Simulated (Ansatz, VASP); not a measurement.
## Two plane-wave programs on AgRh

INCAR

```
SYSTEM = AgRh
PREC = Accurate ; ENCUT = 520
EDIFF = 1E-6 ; ISMEAR = -1
SIGMA = 0.15 ; LREAL = .False.
LASPH = .True. ; NELM = 80
ALGO = Normal ; ISIF = 2
LWAVE = .False. ; LCHARG = .False.
GGA = PE ; NBANDS = 20
```

KPOINTS

```
Automatic mesh
0
Gamma
  10 10 5
  0 0 0
```

Contents of POSCAR:

```
AgRh
1.0
    2.7305129374      0.0000000000      0.0000000000
   -1.3652564687      2.3647209356      0.0000000000
    0.0000000000      0.0000000000      4.7270825571
Ag Rh
1 1
Direct
    0.0000000000      0.0000000000      0.5000000000
    0.6666666667      0.3333333333      0.0000000000
```

Input for Ansatz:

```yaml
crystal:
  lattice:
    - [2.730512937352553, 0.0, 0.0]
    - [-1.3652564686762765, 2.3647209356284438, 0.0]
    - [0.0, 0.0, 4.727082557082908]
  atoms:
    - { symbol: Ag, position: [0.0, 0.0, 0.5] }
    - { symbol: Rh, position: [0.6666666666666666, 0.3333333333333333, 0.0] }
basis:
  ecutwfc: 489.804952427784
kpoints:
  mp_grid:
    grid: [10, 10, 5]
hamiltonian:
  xc: pbe
scf:
  occupations:
    method: fermi_dirac
    width: 0.15
output:
  stress: true
```

Alike in both runs: task single point; functional PBE; k mesh 10 × 10 × 5; occupations fermi-dirac, width 0.15 eV; no spin polarisation.

|  | VASP | Ansatz |
| --- | --- | --- |
| version | VASP 6.6.1 | Ansatz 0.2.0 |
| potentials or method | VASP PAW PBE potentials, release 64 (Ag, Rh_pv), cutoff 520 eV | plane waves, PAW |
| valence electrons in the cell | 26 | 36 |

|  | VASP | Ansatz | Ansatz less VASP |
| --- | --- | --- | --- |
| pressure (GPa) | 6.7 | 6.9 | +0.16 |
| traceless stress, the component that is largest in VASP (GPa) | -1.85 | -1.88 | -0.029 |

VASP's potentials hold 26 valence electrons a cell and Ansatz's 36, so a difference there can come from the potentials and not from the codes. Ansatz's warnings: near symmetry operations not taken.
